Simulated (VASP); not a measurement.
LaBeO3:

```xyz
5
Lattice="3.7076 0.0000 0.0000 0.0000 3.7076 0.0000 0.0000 0.0000 3.7076" Properties=species:S:1:pos:R:3 pbc="T T T"
La    0.0000    0.0000    0.0000
Be    1.8538    1.8538    1.8538
O     1.8538    1.8538    0.0000
O     1.8538    0.0000    1.8538
O     0.0000    1.8538    1.8538
```

Base run:

- Program: VASP 6.6.1
- Functional: LDA
- Potentials or basis: VASP PAW LDA potentials, release 64 (La, Be, O)
- Cutoff: 520 eV
- k mesh: 6 × 6 × 6
- Occupations: gaussian, width 0.025 eV
- Spin: no spin polarisation

Its results: pressure -12.5 GPa.

**Question.** The run is repeated on the same cell with these changes: occupations from gaussian, width 0.025 eV to gaussian, width 0.25 eV; further incar settings from ALGO = Normal; EDIFF = 1e-06; NBANDS = 24 to ALGO = Normal; EDIFF = 1e-07; NBANDS = 24. What comes out?

**Answer.** Pressure -12.0 GPa.

Caveats: an odd number of electrons without spin polarisation forces a metal; a magnetic or distorted state may lie lower.
